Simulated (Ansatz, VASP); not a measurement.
# Two plane-wave programs on BaCaS2

```
Ca Ba S
1.0
     2.13736    1.23401    7.04183
    -2.13736    1.23401    7.04183
     0.00000   -2.46801    7.04183
Ca Ba S
1 1 2
Cartesian
  2.1374 1.2340 7.0418
  0.0000 0.0000 10.5627
  0.0000 0.0000 5.4734
  0.0000 0.0000 15.6521
```

Alike in both runs: task single point; functional r2SCAN; k mesh 6 × 6 × 6; no spin polarisation.

|  | VASP | Ansatz |
| --- | --- | --- |
| version | VASP 6.6.1 | Ansatz 0.2.0 |
| potentials or method | VASP PAW PBE potentials, release 64 (Ca_sv, Ba_sv, S) | plane waves, PAW |
| plane-wave cutoff (eV) | 520 | 500 |
| occupations | gaussian, width 0.01 eV | fixed |
| valence electrons in the cell | 32 | 32 |

VASP gave:

| Quantity | Value |
| --- | --- |
| gap on the k mesh at the Fermi level (eV) | 2.43 |
| pressure (GPa) | 0.5 |
| rms of the force components (eV/Å) | 0.023 |

Question: Estimate Ansatz's values.

Answer: gap on the k mesh at the Fermi level (eV): 2.49; pressure (GPa): 0.0; rms of the force components (eV/Å): 0.000.

VASP's potentials were made for PBE, not for r2SCAN. Atom by atom the forces differ by 0.023 eV/Å (rms over components).

Neither program's run includes spin-orbit coupling.
